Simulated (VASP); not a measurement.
Here is a VASP 6.6.1 calculation.

Contents of INCAR:

```
SYSTEM = TlBr
PREC = Accurate
ENCUT = 500
EDIFF = 1E-8
ISMEAR = 0
SIGMA = 0.01
LREAL = .FALSE.
LASPH = .TRUE.
NELM = 120
ALGO = Normal
ISIF = 2
LWAVE = .FALSE.
LCHARG = .FALSE.
GGA = PE
IVDW = 12
NBANDS = 17
IBRION = 6
NFREE = 2
POTIM = 0.015
NSW = 1
GGA_COMPAT = .FALSE.
```

File KPOINTS:

```
regular mesh
0
G
  8 8 8
  0 0 0
```

Contents of POSCAR:

```
TlBr
1.0
    3.9524721277      0.0000000000      0.0000000000
    0.0000000000      3.9524721277      0.0000000000
    0.0000000000      0.0000000000      3.9524721277
Tl Br
1 1
Direct
    0.0000000000      0.0000000000      0.0000000000
    0.5000000000      0.5000000000      0.5000000000
```

Potentials or basis: VASP PAW PBE potentials, release 64 (Tl_d, Br).

Run with:

```console
$ cat potpaw_PBE.64/Tl_d/POTCAR potpaw_PBE.64/Br/POTCAR > POTCAR
$ mpirun -np 1 vasp_std > vasp.out
```

Task: Estimate the highest phonon frequency at Γ, LO-TO splitting left out.

Result: 44 cm⁻¹.

Task: What does it give for the dispersion energy per atom?

Result: -0.279 eV.

Phonon frequencies in cm⁻¹ (negative: imaginary):
```csv
q point,frequencies
"(0.000, 0.000, 0.000)",0 0 0 44 44 44
```
